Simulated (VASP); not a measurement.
Input of a VASP 6.6.1 run:

Contents of POSCAR:

```
GaAs
1.0
    0.0000000000      2.8330831910      2.8330831910
    2.8330831910      0.0000000000      2.8330831910
    2.8330831910      2.8330831910      0.0000000000
Ga As
1 1
Direct
    0.0000000000      0.0000000000      0.0000000000
    0.2500000000      0.2500000000      0.2500000000
```

The input INCAR.step1:

```
ALGO     = Normal         # electronic algorithm
EDIFF    = 1E-5           # SCF threshold, eV
ENCUT    = 520            # plane-wave cutoff, eV
GGA      = PE             # functional
ISIF     = 2              # what is computed and relaxed
ISMEAR   = 0              # smearing method
LASPH    = T              # aspherical terms in the spheres
LCHARG   = F              # write CHGCAR
LREAL    = F              # projectors in reciprocal space
LWAVE    = T              # write WAVECAR
NBANDS   = 16             # bands
NELM     = 60             # most SCF steps
PREC     = Accurate       # precision mode
SIGMA    = 0.5            # smearing width, eV
```

INCAR.step2

```
ALGO     = Normal         # electronic algorithm
EDIFF    = 1E-7           # SCF threshold, eV
ENCUT    = 520            # plane-wave cutoff, eV
GGA      = PE             # functional
HFSCREEN = 0.2079         # screening, 1/A
ISIF     = 2              # what is computed and relaxed
ISMEAR   = 0              # smearing method
ISTART   = 1            
LASPH    = T              # aspherical terms in the spheres
LCHARG   = F              # write CHGCAR
LHFCALC  = T              # exact exchange
LREAL    = F              # projectors in reciprocal space
LWAVE    = F              # write WAVECAR
NBANDS   = 16             # bands
NELM     = 60             # most SCF steps
PREC     = Accurate       # precision mode
PRECFOCK = Normal       
SIGMA    = 0.5            # smearing width, eV
```

File KPOINTS:

```
k-points
0
Gamma
  4 4 4
```

Potentials or basis: VASP PAW PBE potentials, release 64 (Ga_d, As).

Command:

```bash
$ cat potpaw_PBE.64/Ga_d/POTCAR potpaw_PBE.64/As/POTCAR > POTCAR
$ cp INCAR.step1 INCAR
$ mpirun -np 1 vasp_std > vasp.out
$ cp INCAR.step2 INCAR
$ mpirun -np 1 vasp_std > vasp.out
```

Task: What does it give for the pressure?

Result: 0.8 GPa.

Task: Predict the band gap on the k mesh.

Result: 1.41 eV.

Caveat: the k points lie up to 0.48 Å⁻¹ apart; the PAW data sets were made with another functional, which shifts forces and pressure a little. A k mesh can miss the band edges.
